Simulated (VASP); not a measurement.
# Si (Fd-3m) in VASP: notebook

Si is run at these levels: PBE; tasks: single point.

Everything below comes from runs of VASP 6.6.1. Logs are shortened: lines on timing, memory, paths and dates and some standing lists are left out, and cuts for length are marked.

**1. The cell of the first run**

It takes space group Fd-3m (No. 227, cubic). The conventional cell has a = 5.444 Å, b = 5.444 Å, c = 5.444 Å, α = 90.00°, β = 90.00°, γ = 90.00°. Si (site symmetry -43m) has 4 Si at 2.36 Å within 3.1 Å.

**2. Single point, PBE**

INCAR

```
  ALGO = Normal
  EDIFF = 1E-6
  ENCUT = 520
  GGA = PE
  ISIF = 2
  ISMEAR = -1
  LASPH = T
  LCHARG = T
  LELF = T
  LREAL = F
  LVHAR = T
  LWAVE = F
  NBANDS = 11
  NELM = 60
  PREC = Accurate
  SIGMA = 0.05
```

KPOINTS

```
k-points
0
Gamma
  8 8 8
```

POSCAR

```
Si
1.0
    0.0000000000      2.7218511865      2.7218511865
    2.7218511865      0.0000000000      2.7218511865
    2.7218511865      2.7218511865      0.0000000000
Si
2
Direct
    0.5000000000      0.5000000000      0.5000000000
    0.7500000000      0.7500000000      0.7500000000
```

Potentials or basis: VASP PAW PBE potentials, release 64 (Si).

On the command line:

```sh
cat potpaw_PBE.64/Si/POTCAR > POTCAR
mpirun -np 1 vasp_std > vasp.out
```

OUTCAR:

```text
EDIFF = 1E-6
   ENCUT = 520
   GGA = PE
   ISIF = 2
   ISMEAR = -1
   LASPH = T
   LREAL = F
   NELM = 60
   PREC = Accurate

 ion  position               nearest neighbor table
   1  0.500  0.500  0.500-   2 2.36   2 2.36   2 2.36   2 2.36
   2  0.750  0.750  0.750-   1 2.36   1 2.36   1 2.36   1 2.36

  LATTYP: Found a face centered cubic cell.
 ALAT       =     5.4437023730

  Lattice vectors:

 A1 = (   0.0000000000,   2.7218511865,   2.7218511865)
 A2 = (   2.7218511865,   0.0000000000,   2.7218511865)
 A3 = (   2.7218511865,   2.7218511865,   0.0000000000)

Analysis of symmetry for initial positions (statically):
=====================================================================
 Subroutine PRICEL returns:
 Original cell was already a primitive cell.

 Routine SETGRP: Setting up the symmetry group for a
 face centered cubic supercell.

 Subroutine GETGRP returns: Found 48 space group operations
 (whereof 24 operations were pure point group operations)
 out of a pool of 48 trial point group operations.

The static configuration has the point symmetry T_d .
 The point group associated with its full space group is O_h .

Analysis of symmetry for dynamics (positions and initial velocities):
=====================================================================
 Subroutine PRICEL returns:
 Original cell was already a primitive cell.

 Routine SETGRP: Setting up the symmetry group for a
 face centered cubic supercell.

 Subroutine GETGRP returns: Found 48 space group operations
 (whereof 24 operations were pure point group operations)
 out of a pool of 48 trial point group operations.

The dynamic configuration has the point symmetry T_d .
 The point group associated with its full space group is O_h .

 Subroutine INISYM returns: Found 48 space group operations
 (whereof 24 operations are pure point group operations),
 and found     1 'primitive' translations

----------------------------------------------------------------------------------------

                                     Primitive cell

  volume of cell :      40.3295

  direct lattice vectors                    reciprocal lattice vectors
     0.000000000  2.721851186  2.721851186    -0.183698507  0.183698507  0.183698507
     2.721851186  0.000000000  2.721851186     0.183698507 -0.183698507  0.183698507
     2.721851186  2.721851186  0.000000000     0.183698507  0.183698507 -0.183698507

  length of vectors
     3.849278863  3.849278863  3.849278863     0.318175148  0.318175148  0.318175148

  position of ions in fractional coordinates (direct lattice)
     0.500000000  0.500000000  0.500000000
     0.750000000  0.750000000  0.750000000

  ion indices of the primitive-cell ions
   primitive index   ion index
                 1           1
                 2           2

----------------------------------------------------------------------------------------

 KPOINTS: k-points

Automatic generation of k-mesh.
 Grid dimensions read from file:
 generate k-points for:    8    8    8

 Generating k-lattice:

  Cartesian coordinates                     Fractional coordinates (reciprocal lattice)
    -0.022962313  0.022962313  0.022962313     0.125000000  0.000000000  0.000000000
     0.022962313 -0.022962313  0.022962313     0.000000000  0.125000000  0.000000000
     0.022962313  0.022962313 -0.022962313     0.000000000  0.000000000  0.125000000

  Length of vectors
     0.039771893  0.039771893  0.039771893

  Shift w.r.t. Gamma in fractional coordinates (k-lattice)
     0.000000000  0.000000000  0.000000000

 Subroutine IBZKPT returns following result:
 ===========================================

 Found     29 irreducible k-points:

 Following reciprocal coordinates:
            Coordinates               Weight
  0.000000  0.000000  0.000000      1.000000
  0.125000  0.000000  0.000000      8.000000
  0.250000  0.000000  0.000000      8.000000
  0.375000  0.000000  0.000000      8.000000
  0.500000  0.000000  0.000000      4.000000
  0.125000  0.125000  0.000000      6.000000
[... 16 lines left out ...]
  0.500000  0.250000  0.125000     48.000000
 -0.375000  0.250000  0.125000     24.000000
 [... further k-points ...]
   k-points           NKPTS =     29   k-points in BZ     NKDIM =     29   number of bands    NBANDS=     11
   number of dos      NEDOS =    301   number of ions     NIONS =      2
   total plane-waves  NPLWV =  27000
   dimension x,y,z NGX =    30 NGY =   30 NGZ =   30
   dimension x,y,z NGXF=    60 NGYF=   60 NGZF=   60
   ions per type =               2
   NGX,Y,Z   is equivalent  to a cutoff of  12.96, 12.96, 12.96 a.u.
   NGXF,Y,Z  is equivalent  to a cutoff of  25.91, 25.91, 25.91 a.u.
 SYSTEM =  unknown system
   PREC   = accura    normal or accurate (medium, high low for compatibility)
   ISTART =      0    job   : 0-new  1-cont  2-samecut
   ICHARG =      2    charge: 1-file 2-atom 10-const
   ISPIN  =      1    spin polarized calculation?
   LNONCOLLINEAR =      F non collinear calculations
   LSORBIT =      F    spin-orbit coupling
   LASPH  =      T    aspherical Exc in radial PAW
   ENCUT  =  520.0 eV  38.22 Ry    6.18 a.u.   7.16  7.16  7.16*2*pi/ulx,y,z
   NELM   =     60;   NELMIN=  2; NELMDL= -5     # of ELM steps
   EDIFF  = 0.1E-05   stopping-criterion for ELM
   LREAL  =      F    real-space projection
   EDIFFG = 0.1E-04   stopping-criterion for IOM
   NSW    =      0    number of steps for IOM
   IBRION =     -1    ionic relax: 0-MD 1-quasi-New 2-CG
   NFREE  =      0    steps in history (QN), initial steepest desc. (CG)
   ISIF   =      2    stress and relaxation
   ISYM   =      2    0-nonsym 1-usesym 2-fastsym
   POTIM  = 0.5000    time-step for ionic-motion
   TEBEG  =    0.0;   TEEND  =   0.0 temperature during run
   PSTRESS=    0.0 pullay stress
   NELECT =       8.0000    total number of electrons
   NUPDOWN=      -1.0000    fix difference up-down
   EMIN   =  10.00;   EMAX   =-10.00  energy-range for DOS
   EFERMI =   0.00;   METHOD = LEGACY
   ISMEAR =    -1;   SIGMA  =   0.05  broadening in eV -4-tet -1-fermi 0-gaus
   EFERMI_NEDOS =   21; number of points for ismear=-14 and -15
   IALGO  =     38    algorithm
   IMIX   =      4    mixing-type and parameters
     AMIX     =   0.40;   BMIX     =  1.00
     AMIX_MAG =   1.60;   BMIX_MAG =  1.00
  volume/ion in A,a.u.               =      20.16       136.08
  Fermi-wavevector in a.u.,A,eV,Ry     =   0.954766  1.804247 12.402783  0.911579
  Thomas-Fermi vector in A             =   2.083543
   LORBIT       =      0    0 simple, 1 ext, 2 COOP (PROOUT), +10 PAW based schemes
   GGA     = PE    functional components
   LHFCALC =     F    Hartree Fock is set to
   AEXX    =    0.0000 exact exchange contribution
   IVDW    =     0    specifies the selected vdW correction
   LEPSILON=     F    determine dielectric tensor
   LRPA    =     F    only Hartree local field effects (RPA)
 non-spin polarized calculation
  energy-cutoff  :      520.00
  volume of cell :       40.33
 maximum number of plane-waves:      1106
 NGX is ok and might be reduce to    30
   NGX = 15   NGY = 15   NGZ = 15

 number of electron       8.0000001 magnetization

 Free energy of the ion-electron system (eV)
  ---------------------------------------------------
  ext. energy  EPLUGINS =         0.00000000
  ---------------------------------------------------
  free energy    TOTEN  =       -10.84388926 eV

  energy without entropy =      -10.84386375  energy(sigma->0) =      -10.84387651

 E-fermi :   6.0483     XC(G=0):  -9.3803

 val. band max:        5.7547843183   @ k =   0.0000   0.0000   0.0000
 cond. band min:       6.3825698952   @ k =   0.3750   0.3750   0.0000
 fundamental gap:      0.6277855769
 Fermi energy:         6.0483223808

 k-point     1 :       0.0000    0.0000    0.0000
  band No.  band energies     occupation
      1      -6.1536      2.00000
      2       5.7548      1.99437
      3       5.7548      1.99437
      4       5.7548      1.99437
      5       8.3171      0.00000
      6       8.3171      0.00000
      7       8.3171      0.00000
      8       9.0460      0.00000
      9      13.4706      0.00000
     10      13.4706      0.00000
     11      13.6859      0.00000

 k-point     2 :       0.1250    0.0000    0.0000
  band No.  band energies     occupation
      1      -5.9507      2.00000
      2       4.1603      2.00000
      3       5.4684      1.99998
      4       5.4684      1.99998
      5       8.2390      0.00000
      6       8.7382      0.00000
      7       8.7382      0.00000
      8      10.4077      0.00000
      9      12.9921      0.00000
     10      12.9921      0.00000
     11      14.4688      0.00000

 k-point     3 :       0.2500    0.0000    0.0000
  band No.  band energies     occupation
      1      -5.3590      2.00000
      2       1.8439      2.00000
      3       5.0009      2.00000
      4       5.0009      2.00000
      5       7.7618      0.00000
      6       9.2560      0.00000
      7       9.2560      0.00000
      8      12.6191      0.00000
      9      12.9470      0.00000
     10      12.9470      0.00000
     11      14.7278      0.00000

 k-point     4 :       0.3750    0.0000    0.0000
  band No.  band energies     occupation
      1      -4.4719      2.00000
      2      -0.1636      2.00000
      3       4.6756      2.00000
      4       4.6756      2.00000
      5       7.3978      0.00000
      6       9.2068      0.00000
      7       9.2068      0.00000
      8      13.6233      0.00000
      9      14.3218      0.00000
     10      14.3218      0.00000
     11      15.3849      0.00000

 k-point     5 :       0.5000    0.0000    0.0000
  band No.  band energies     occupation
      1      -3.8404      2.00000
      2      -1.1775      2.00000
      3       4.5643      2.00000
      4       4.5643      2.00000
      5       7.2697      0.00000
      6       9.0981      0.00000
      7       9.0981      0.00000
      8      13.4745      0.00000
      9      16.2849      0.00000
     10      16.2849      0.00000
     11      17.0515      0.00000
[... 211 lines left out ...]
 k-point    21 :       0.5000    0.5000    0.0000
  band No.  band energies     occupation
      1      -2.0353      2.00000
      2      -2.0353      2.00000
      3       2.9246      2.00000
      4       2.9246      2.00000
      5       6.4792      0.00036
      6       6.4792      0.00036
      7      15.8089      0.00000
      8      15.8089      0.00000
      9      16.7051      0.00000
     10      16.7051      0.00000
     11      18.2501      0.00000

 k-point    22 :       0.3750    0.2500    0.1250
  band No.  band energies     occupation
      1      -4.8326      2.00000
      2       1.4749      2.00000
      3       3.0644      2.00000
      4       4.3379      2.00000
      5       8.2015      0.00000
      6       9.6340      0.00000
      7       9.9509      0.00000
      8      11.2360      0.00000
      9      13.5187      0.00000
     10      15.9584      0.00000
     11      16.8025      0.00000

 k-point    23 :       0.5000    0.2500    0.1250
  band No.  band energies     occupation
      1      -3.9508      2.00000
      2      -0.0657      2.00000
      3       2.4580      2.00000
      4       3.8414      2.00000
      5       8.6286      0.00000
      6       9.3012      0.00000
      7      10.7604      0.00000
      8      11.6711      0.00000
      9      14.7454      0.00000
     10      15.4524      0.00000
     11      17.7220      0.00000

 k-point    24 :      -0.3750    0.2500    0.1250
  band No.  band energies     occupation
      1      -3.3047      2.00000
      2      -1.0019      2.00000
      3       2.3283      2.00000
      4       3.6141      2.00000
      5       8.8085      0.00000
      6       8.8917      0.00000
      7      11.6446      0.00000
      8      12.8539      0.00000
      9      13.1219      0.00000
     10      16.3117      0.00000
     11      17.4050      0.00000

 [... further k-points ...]
[... 5 lines left out ...]
  --------------------------------------------------------------------------------------
  -------------------------------------------------------------------------------------
  Total        0.3184660      0.3184660      0.3184660      0.0000000      0.0000000     -0.0000000
  in kB       12.6517493     12.6517493     12.6517493      0.0000000      0.0000000     -0.0000000
  external PRESSURE =      12.6517493 kB  Pullay stress =       0.0000000 kB

 VOLUME and BASIS-vectors are now :
 -----------------------------------------------------------------------------
  energy-cutoff  :      520.00
  volume of cell :       40.33
      direct lattice vectors                 reciprocal lattice vectors
     0.000000000  2.721851186  2.721851186    -0.183698507  0.183698507  0.183698507
     2.721851186  0.000000000  2.721851186     0.183698507 -0.183698507  0.183698507
     2.721851186  2.721851186  0.000000000     0.183698507  0.183698507 -0.183698507

 POSITION                                       TOTAL-FORCE (eV/Angst)
 -----------------------------------------------------------------------------------
      2.72185      2.72185      2.72185        -0.000000      0.000000      0.000000
      4.08278      4.08278      4.08278         0.000000     -0.000000     -0.000000
 -----------------------------------------------------------------------------------
    total drift:                                0.000000     -0.000000     -0.000000

  FREE ENERGIE OF THE ION-ELECTRON SYSTEM (eV)
  ---------------------------------------------------
  free  energy   TOTEN  =       -10.8438892592 eV

  energy  without entropy=      -10.8438637545  energy(sigma->0) =      -10.84387651
```

It took 6.3 s on 1 thread of Intel Xeon 6975P-C (Granite Rapids), shared host; peak memory 0.16 GiB.

What came out:

* Free energy: -10.8439 eV
* Pressure: 1.3 GPa
* Band gap on the k mesh: 0.63 eV, indirect (least direct gap 2.56 eV)

**3. Single point, PBE**

This run uses another cell than the first one, of 19.76 Å³/atom, 0.980 times its volume.

INCAR

```
PREC = Accurate
ENCUT = 520
EDIFF = 1E-7
ISMEAR = -1
SIGMA = 0.05
LREAL = F
LASPH = T
NELM = 60
ALGO = Normal
ISIF = 2
LWAVE = F
LCHARG = T
GGA = PE
LELF = T
LVHAR = T
NBANDS = 11
```

KPOINTS

```
Automatic mesh
0
Gamma
  8 8 8
```

POSCAR

```
Si
1.0
    0.0000000000      2.7035831784      2.7035831784
    2.7035831784      0.0000000000      2.7035831784
    2.7035831784      2.7035831784      0.0000000000
Si
2
Direct
    0.5000000000      0.5000000000      0.5000000000
    0.7500000000      0.7500000000      0.7500000000
```

Potentials or basis: VASP PAW PBE potentials, release 64 (Si).

On the command line:

```sh
cat potpaw_PBE.64/Si/POTCAR > POTCAR
mpirun -np 1 vasp_std > vasp.out
```

Run time: 6.1 s. Hardware: 1 thread of Intel Xeon 6975P-C (Granite Rapids), shared host; peak memory 0.14 GiB.

Results (log left out):

```
Free energy            : -10.8326 eV
Pressure               : 3.3 GPa
Band gap on the k mesh : 0.59 eV, indirect (least direct gap 2.57 eV)
```

Levels at points of the mesh, in eV from the valence-band top:
| k point | band 1 | band 2 | band 3 | band 4 | band 5 | band 6 | band 7 | band 8 | band 9 |
| --- | --- | --- | --- | --- | --- | --- | --- | --- | --- |
| (0.00, 0.00, 0.00) | -12.05 | 0.00 | 0.00 | 0.00 | 2.57 | 2.57 | 2.57 | 3.52 | 7.73 |
| (0.50, 0.00, 0.00) | -9.68 | -7.03 | -1.21 | -1.21 | 1.59 | 3.33 | 3.33 | 7.75 | 10.58 |
| (0.50, 0.50, 0.00) | -7.86 | -7.86 | -2.88 | -2.88 | 0.68 | 0.68 | 10.23 | 10.23 | 11.01 |
